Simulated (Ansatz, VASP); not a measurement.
## Two plane-wave programs on Al

```xyz
1
Lattice="-1.5276 1.5276 1.5912 1.5276 -1.5276 1.5912 1.5276 1.5276 -1.5912" Properties=species:S:1:pos:R:3 pbc="T T T"
Al    0.0000    0.0000    0.0000
```

Change from the starting cell: strain -0.0400 x Voigt [1, 1, 0, 0, 0, 0], atoms carried along.

Alike in both runs: task single point; functional PBEsol; k mesh 20 × 20 × 20; occupations gaussian, width 0.15 eV; no spin polarisation.

```csv
,VASP,Ansatz
version,VASP 6.6.1,Ansatz 0.2.0
potentials or method,"VASP PAW PBE potentials, release 64 (Al), cutoff 520 eV","scalar-relativistic, plane waves, PAW"
valence electrons in the cell,3,3
```

VASP gave:

- gap on the k mesh at the Fermi level (eV): none
- pressure (GPa): 10.2
- traceless stress, the component that is largest in VASP (GPa): 1.47

Q: Estimate Ansatz's values.

A: gap on the k mesh at the Fermi level (eV): none; pressure (GPa): 10.1; traceless stress, the component that is largest in VASP (GPa): 1.46.

VASP's potentials were made for PBE, not for PBEsol. A gap of «none» marks a metal or a gap that the smearing closes.
